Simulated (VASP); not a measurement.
Set up this calculation in VASP 6.6.1, as the native input.

```
Task                   : single point
Functional             : r2SCAN
Potentials or basis    : VASP PAW PBE potentials, release 64 (Ni, Sb)
Cutoff                 : 520 eV
k mesh                 : 12 × 12 × 8
Occupations            : gaussian, width 0.1 eV
Spin                   : no spin polarisation
Dipole correction      : no
Further INCAR settings : ALGO = Normal; EDIFF = 1e-07; NBANDS = 23
```

The system is NiSb.

```
CELL_PARAMETERS angstrom
3.85236 0.00000 0.00000
-1.92618 3.33624 0.00000
0.00000 0.00000 5.01147
ATOMIC_POSITIONS crystal
Ni 0.00000 0.00000 0.00000
Ni 0.00000 0.00000 0.50000
Sb 0.33333 0.66667 0.25000
Sb 0.66667 0.33333 0.75000
```

These files were run (other wordings do the same):

POSCAR

```
NiSb
1.0
    3.8523612148      0.0000000000      0.0000000000
   -1.9261806074      3.3362426766      0.0000000000
    0.0000000000      0.0000000000      5.0114716341
Ni Sb
2 2
Direct
    0.0000000000      0.0000000000      0.0000000000
    0.0000000000      0.0000000000      0.5000000000
    0.3333333333      0.6666666667      0.2500000000
    0.6666666667      0.3333333333      0.7500000000
```

INCAR.step1

```
PREC = Accurate
ENCUT = 520
ISMEAR = 0
SIGMA = 0.1
LREAL = F
LASPH = T
NELM = 60
NBANDS = 23
GGA = PE
ALGO = Normal
EDIFF = 1E-4
LWAVE = T
LCHARG = F
```

INCAR.step2

```
PREC = Accurate
ENCUT = 520
EDIFF = 1E-7
ISMEAR = 0
SIGMA = 0.1
LREAL = F
LASPH = T
NELM = 60
ALGO = Normal
ISIF = 2
LWAVE = F
LCHARG = F
METAGGA = R2SCAN
LMIXTAU = T
NBANDS = 23
ISTART = 1
```

KPOINTS

```
regular mesh
0
Gamma
  12 12 8
```

Potentials or basis: VASP PAW PBE potentials, release 64 (Ni, Sb).

The run is started by

```sh
$ cat potpaw_PBE.64/Ni/POTCAR potpaw_PBE.64/Sb/POTCAR > POTCAR
$ cp INCAR.step1 INCAR
$ mpirun -np 1 vasp_std > vasp.out
$ cp INCAR.step2 INCAR
$ mpirun -np 1 vasp_std > vasp.out
```

Results of the run:

The pressure is 9.0 GPa and the band gap on the k mesh is zero (bands 15 and 16 overlap by 3.85 eV).

Caveat: the cell stands under pressure; the PAW data sets were made with another functional, which shifts forces and pressure a little; spin-orbit coupling is left out, which moves the levels of the heavy elements.

Wall time 13 min on 1 thread of Oxide Virtual Turin-like Processor, with other jobs on the host, peak memory 0.25 GiB.
